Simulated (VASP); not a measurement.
# PdPt2Se6 in VASP: further runs, part 2 of 2

VASP 6.6.1.

### Step 4. Single point, PBE

This run uses another cell than the first one, of the same volume but with other edges.

INCAR reads:

```
SYSTEM = PdPt2Se6
ALGO     = Normal         ! electronic algorithm
EDIFF    = 1E-7           ! SCF threshold, eV
ENCUT    = 520            ! plane-wave cutoff, eV
GGA      = PE             ! functional
ISIF     = 2              ! what is computed and relaxed
ISMEAR   = 0              ! smearing method
LASPH    = .TRUE.         ! aspherical terms in the spheres
LCHARG   = .FALSE.        ! write CHGCAR
LREAL    = .FALSE.        ! projectors in reciprocal space
LWAVE    = .FALSE.        ! write WAVECAR
NBANDS   = 43             ! bands
NELM     = 100            ! most SCF steps
PREC     = Accurate       ! precision mode
SIGMA    = 0.02           ! smearing width, eV
```

KPOINTS reads:

```
k-points
0
G
  6 6 6
  0 0 0
```

POSCAR reads:

```
PdPt2Se6
1.0
    3.2471099218      1.8747197874      6.2487596000
   -3.2471099218      1.8747197874      6.2487596000
    0.0000000000     -3.7494395749      6.2487596000
Pd Pt Se
1 2 6
Direct
    0.0000000000      0.0000000000      0.0000000000
    0.6667190000      0.6667190000      0.6667190000
    0.3332810000      0.3332810000      0.3332810000
    0.5967720000      0.2639060000      0.9301240000
    0.2639060000      0.9301240000      0.5967720000
    0.9301240000      0.5967720000      0.2639060000
    0.0698760000      0.4032280000      0.7360940000
    0.7360940000      0.0698760000      0.4032280000
    0.4032280000      0.7360940000      0.0698760000
```

Potentials or basis: VASP PAW PBE potentials, release 64 (Pd, Pt, Se).

On the command line:

```sh
> cat potpaw_PBE.64/Pd/POTCAR potpaw_PBE.64/Pt/POTCAR potpaw_PBE.64/Se/POTCAR > POTCAR
> mpirun -np 1 vasp_std > vasp.out
```

OUTCAR:

```text
SYSTEM = PdPt2Se6
   EDIFF = 1E-7
   ENCUT = 520
   GGA = PE
   ISIF = 2
   ISMEAR = 0
   LASPH = .TRUE.
   LREAL = .FALSE.
   NELM = 100
   PREC = Accurate

 ion  position               nearest neighbor table
   1  0.000  0.000  0.000-   6 2.53   7 2.53   4 2.53   9 2.53   8 2.53   5 2.53
   2  0.667  0.667  0.667-   4 2.53   5 2.53   6 2.53   8 2.53   7 2.53   9 2.53
   3  0.333  0.333  0.333-   9 2.53   8 2.53   7 2.53   5 2.53   6 2.53   4 2.53
   4  0.597  0.264  0.930-   2 2.53   3 2.53   1 2.53
   5  0.264  0.930  0.597-   2 2.53   3 2.53   1 2.53
   6  0.930  0.597  0.264-   2 2.53   3 2.53   1 2.53
   7  0.070  0.403  0.736-   3 2.53   2 2.53   1 2.53
   8  0.736  0.070  0.403-   3 2.53   2 2.53   1 2.53
   9  0.403  0.736  0.070-   3 2.53   2 2.53   1 2.53

  LATTYP: Found a trigonal (rhomboedric) cell.
 ALAT       =     7.2873378997
 COS(alpha) =     0.6029125491

  Lattice vectors:

 A1 = (   3.2471099218,   1.8747197874,   6.2487596000)
 A2 = (  -3.2471099218,   1.8747197874,   6.2487596000)
 A3 = (   0.0000000000,  -3.7494395749,   6.2487596000)

Analysis of symmetry for initial positions (statically):
=====================================================================
 Subroutine PRICEL returns:
 Original cell was already a primitive cell.

 Routine SETGRP: Setting up the symmetry group for a
 trigonal (rhombohedral) supercell.

 Subroutine GETGRP returns: Found  6 space group operations
 (whereof  6 operations were pure point group operations)
 out of a pool of 12 trial point group operations.

The static configuration has the point symmetry S_6 .

Analysis of symmetry for dynamics (positions and initial velocities):
=====================================================================
 Subroutine PRICEL returns:
 Original cell was already a primitive cell.

 Routine SETGRP: Setting up the symmetry group for a
 trigonal (rhombohedral) supercell.

 Subroutine GETGRP returns: Found  6 space group operations
 (whereof  6 operations were pure point group operations)
 out of a pool of 12 trial point group operations.

The dynamic configuration has the point symmetry S_6 .

 Subroutine INISYM returns: Found  6 space group operations
 (whereof  6 operations are pure point group operations),
 and found     1 'primitive' translations

----------------------------------------------------------------------------------------

                                     Primitive cell

  volume of cell :     228.2330

  direct lattice vectors                    reciprocal lattice vectors
     3.247109922  1.874719787  6.248759600     0.153983084  0.088902175  0.053343920
    -3.247109922  1.874719787  6.248759600    -0.153983084  0.088902175  0.053343920
     0.000000000 -3.749439575  6.248759600     0.000000000 -0.177804350  0.053343920

  length of vectors
     7.287337900  7.287337900  7.287337900     0.185633943  0.185633943  0.185633943

  position of ions in fractional coordinates (direct lattice)
     0.000000000  0.000000000  0.000000000
     0.666719000  0.666719000  0.666719000
     0.333281000  0.333281000  0.333281000
     0.596772000  0.263906000  0.930124000
     0.263906000  0.930124000  0.596772000
     0.930124000  0.596772000  0.263906000
[... 66 lines left out ...]
  0.333333  0.333333  0.166667      6.000000
  0.500000  0.333333  0.166667      6.000000
 [... further k-points ...]
   k-points           NKPTS =     40   k-points in BZ     NKDIM =     40   number of bands    NBANDS=     43
   number of dos      NEDOS =    301   number of ions     NIONS =      9
   total plane-waves  NPLWV = 157464
   dimension x,y,z NGX =    54 NGY =   54 NGZ =   54
   dimension x,y,z NGXF=   108 NGYF=  108 NGZF=  108
   ions per type =               1   2   6
   NGX,Y,Z   is equivalent  to a cutoff of  12.32, 12.32, 12.32 a.u.
   NGXF,Y,Z  is equivalent  to a cutoff of  24.64, 24.64, 24.64 a.u.
 SYSTEM =  PdPt2Se6
   PREC   = accura    normal or accurate (medium, high low for compatibility)
   ISTART =      0    job   : 0-new  1-cont  2-samecut
   ICHARG =      2    charge: 1-file 2-atom 10-const
   ISPIN  =      1    spin polarized calculation?
   LNONCOLLINEAR =      F non collinear calculations
   LSORBIT =      F    spin-orbit coupling
   LASPH  =      T    aspherical Exc in radial PAW
   ENCUT  =  520.0 eV  38.22 Ry    6.18 a.u.  13.55 13.55 13.55*2*pi/ulx,y,z
   NELM   =    100;   NELMIN=  2; NELMDL= -5     # of ELM steps
   EDIFF  = 0.1E-06   stopping-criterion for ELM
   LREAL  =      F    real-space projection
   EDIFFG = 0.1E-05   stopping-criterion for IOM
   NSW    =      0    number of steps for IOM
   IBRION =     -1    ionic relax: 0-MD 1-quasi-New 2-CG
   NFREE  =      0    steps in history (QN), initial steepest desc. (CG)
   ISIF   =      2    stress and relaxation
   ISYM   =      2    0-nonsym 1-usesym 2-fastsym
   POTIM  = 0.5000    time-step for ionic-motion
   TEBEG  =    0.0;   TEEND  =   0.0 temperature during run
   PSTRESS=    0.0 pullay stress
   NELECT =      66.0000    total number of electrons
   NUPDOWN=      -1.0000    fix difference up-down
   EMIN   =  10.00;   EMAX   =-10.00  energy-range for DOS
   EFERMI =   0.00;   METHOD = LEGACY
   ISMEAR =     0;   SIGMA  =   0.02  broadening in eV -4-tet -1-fermi 0-gaus
   EFERMI_NEDOS =   21; number of points for ismear=-14 and -15
   IALGO  =     38    algorithm
   IMIX   =      4    mixing-type and parameters
     AMIX     =   0.40;   BMIX     =  1.00
     AMIX_MAG =   1.60;   BMIX_MAG =  1.00
  volume/ion in A,a.u.               =      25.36       171.13
  Fermi-wavevector in a.u.,A,eV,Ry     =   1.082588  2.045795 15.945994  1.171997
  Thomas-Fermi vector in A             =   2.218633
   LORBIT       =      0    0 simple, 1 ext, 2 COOP (PROOUT), +10 PAW based schemes
   GGA     = PE    functional components
   LHFCALC =     F    Hartree Fock is set to
   AEXX    =    0.0000 exact exchange contribution
   IVDW    =     0    specifies the selected vdW correction
   LEPSILON=     F    determine dielectric tensor
   LRPA    =     F    only Hartree local field effects (RPA)
 non-spin polarized calculation
 Gauss-broadening in eV      SIGMA  =   0.02
  energy-cutoff  :      520.00
  volume of cell :      228.23
 maximum number of plane-waves:      6171
   NGX = 27   NGY = 27   NGZ = 27

 number of electron      65.9999996 magnetization

 Free energy of the ion-electron system (eV)
  ---------------------------------------------------
  ext. energy  EPLUGINS =         0.00000000
  ---------------------------------------------------
  free energy    TOTEN  =       -41.59077670 eV

  energy without entropy =      -41.59077670  energy(sigma->0) =      -41.59077670

 E-fermi :   3.5928     XC(G=0):  -9.2266

 val. band max:        3.4563491537   @ k =  -0.1667   0.1667   0.1667
 cond. band min:       4.0083817299   @ k =   0.5000   0.0000  -0.3333
 fundamental gap:      0.5520325763
 Fermi energy:         3.5928253650

 k-point     1 :       0.0000    0.0000    0.0000
  band No.  band energies     occupation
      1     -10.7656      2.00000
      2      -9.2053      2.00000
      3      -9.2053      2.00000
      4      -9.1656      2.00000
      5      -9.1656      2.00000
      6      -8.9753      2.00000
[... 1093 lines left out ...]
     42       9.7186      0.00000
     43       9.9376      0.00000

 [... further k-points ...]

------------------------ aborting loop because EDIFF is reached ----------------------------------------

  FORCE on cell =-STRESS in cart. coord.  units (eV):
  Direction    XX          YY          ZZ          XY          YZ          ZX
  --------------------------------------------------------------------------------------
  -------------------------------------------------------------------------------------
  Total       -0.0364181     -0.0364181     -0.0114013     -0.0000000      0.0000000      0.0000000
  in kB       -0.2556523     -0.2556523     -0.0800359     -0.0000003      0.0000000      0.0000000
  external PRESSURE =      -0.1971135 kB  Pullay stress =       0.0000000 kB

 VOLUME and BASIS-vectors are now :
 -----------------------------------------------------------------------------
  energy-cutoff  :      520.00
  volume of cell :      228.23
      direct lattice vectors                 reciprocal lattice vectors
     3.247109922  1.874719787  6.248759600     0.153983084  0.088902175  0.053343920
    -3.247109922  1.874719787  6.248759600    -0.153983084  0.088902175  0.053343920
     0.000000000 -3.749439575  6.248759600     0.000000000 -0.177804350  0.053343920

 POSITION                                       TOTAL-FORCE (eV/Angst)
 -----------------------------------------------------------------------------------
      0.00000      0.00000      0.00000        -0.000000      0.000000     -0.000000
      0.00000     -0.00000     12.49850         0.000000     -0.000000      0.000102
      0.00000     -0.00000      6.24778         0.000000      0.000000     -0.000102
      1.08085     -1.87391     11.19029        -0.002510      0.000156      0.001341
     -2.16328      0.00091     11.19029         0.001390      0.002096      0.001341
      1.08243      1.87300     11.19029         0.001120     -0.002252      0.001341
     -1.08243     -1.87300      7.55599        -0.001120      0.002252     -0.001341
      2.16328     -0.00091      7.55599        -0.001390     -0.002096     -0.001341
     -1.08085      1.87391      7.55599         0.002510     -0.000156     -0.001341
 -----------------------------------------------------------------------------------
    total drift:                                0.000000      0.000000     -0.000000

  FREE ENERGIE OF THE ION-ELECTRON SYSTEM (eV)
  ---------------------------------------------------
  free  energy   TOTEN  =       -41.5907767014 eV

  energy  without entropy=      -41.5907767014  energy(sigma->0) =      -41.59077670
```

Run time: 4.6 min. Hardware: 1 thread of AMD EPYC 9R45 (Zen 5), shared host; peak memory 0.6 GiB.

What came out:

* Free energy: -41.5908 eV
* Pressure: 0.0 GPa
* Band gap on the k mesh: 0.55 eV (least direct gap 0.78 eV)

Forces in eV/Å, atoms in the order of the input:
```
Pd   0.000  0.000  0.000
Pt   0.000  0.000  0.000
Pt   0.000  0.000  0.000
Se  -0.003  0.000  0.001
Se   0.001  0.002  0.001
Se   0.001 -0.002  0.001
Se  -0.001  0.002 -0.001
Se  -0.001 -0.002 -0.001
Se   0.003  0.000 -0.001
```

Caveat: spin-orbit coupling is left out, which moves the levels of the heavy elements. A k mesh can miss the band edges.

### Step 5. The runs side by side

| cell | k mesh | smearing | gap on the mesh (eV) | pressure (GPa) |
| --- | --- | --- | --- | --- |
| a = 6.494, b = 6.494, c = 7.287 Å, angles 63.5, 63.5, 60.0°, 9 atoms, atomic positions A | 4 × 4 × 4 | gaussian 0.1 eV | 0.50 | 0.0 |
| a = 6.491, b = 6.491, c = 7.443 Å, angles 64.1, 64.5, 60.0°, 9 atoms, atomic positions B | 4 × 4 × 4 | gaussian 0.1 eV | 0.62 | -0.1 |
| a = 7.287 Å, angles 52.9°, 9 atoms, atomic positions A | 6 × 6 × 6 | gaussian 0.02 eV | 0.55 | 0.0 |

Alike in all rows: task single point; level PBE; potentials or basis VASP PAW PBE potentials, release 64 (Pd, Pt, Se); no spin polarisation; cutoff (eV) 520.

Caveats: spin-orbit coupling is left out, which moves the levels of the heavy elements; this functional lacks dispersion, which binds the layers, so the pressure and a relaxed spacing across them are unreliable (at least some runs).

Absolute energies hang on the potentials; compare differences alone.
